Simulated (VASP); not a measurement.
Set up this calculation in VASP 6.6.1, as the native input.

```
Task                   : single point
Functional             : PBE
Dispersion             : D4
Potentials or basis    : VASP PAW PBE potentials, release 64 (Fe, Ni)
Cutoff                 : 520 eV
k mesh                 : 9 × 9 × 9
Occupations            : fermi-dirac, width 0.15 eV
Spin                   : collinear spin, ferromagnetic start
Starting moments       : [3.5, 1.5, 1.5, 1.5] μB
Dipole correction      : no
Further INCAR settings : ALGO = Normal; EDIFF = 1e-06; NBANDS = 31
```

The structure of FeNi3 (Awaruite) lies in POSCAR:

```
FeNi3
1.0
    3.5114256586      0.0000000000      0.0000000000
    0.0000000000      3.5114256586      0.0000000000
    0.0000000000      0.0000000000      3.5114256586
Fe Ni
1 3
Direct
    0.0000000000      0.0000000000      0.0000000000
    0.0000000000      0.5000000000      0.5000000000
    0.5000000000      0.0000000000      0.5000000000
    0.5000000000      0.5000000000      0.0000000000
```

These files were run (other wordings do the same):

INCAR

```
PREC     = Accurate       # precision mode
ENCUT    = 520            # plane-wave cutoff, eV
EDIFF    = 1E-6           # SCF threshold, eV
ISMEAR   = -1             # smearing method
SIGMA    = 0.15           # smearing width, eV
LREAL    = F              # projectors in reciprocal space
LASPH    = T              # aspherical terms in the spheres
NELM     = 150            # most SCF steps
ALGO     = Normal         # electronic algorithm
ISIF     = 2              # what is computed and relaxed
LWAVE    = F              # write WAVECAR
LCHARG   = F              # write CHGCAR
ISPIN    = 2              # spin polarisation
MAGMOM   = 3.5 1.5 1.5 1.5 # initial moments
LORBIT   = 11             # projections on sites
LMAXMIX  = 4              # l up to which the mixer works
GGA      = PE             # functional
IVDW     = 13             # dispersion correction
NBANDS   = 31             # bands
```

KPOINTS

```
Automatic mesh
0
Gamma
  9 9 9
```

Potentials or basis: VASP PAW PBE potentials, release 64 (Fe, Ni).

Run with:

```sh
$ cat potpaw_PBE.64/Fe/POTCAR potpaw_PBE.64/Ni/POTCAR > POTCAR
$ mpirun -np 1 vasp_std > vasp.out
```

Results of the run:

* Pressure: -0.1 GPa
* Net moment: 4.63 μB per cell
* Site moments: Fe +2.82; Ni +0.61 μB
* Valence electrons inside the program's atomic spheres: Fe 7.15; Ni 9.39
* Dispersion energy per atom: -0.434 eV

Caveat: pairwise dispersion overbinds metals, which lowers pressure and volume.

Run time: 3.2 min on 1 thread of Oxide Virtual Turin-like Processor (shared host), peak memory 0.18 GiB.
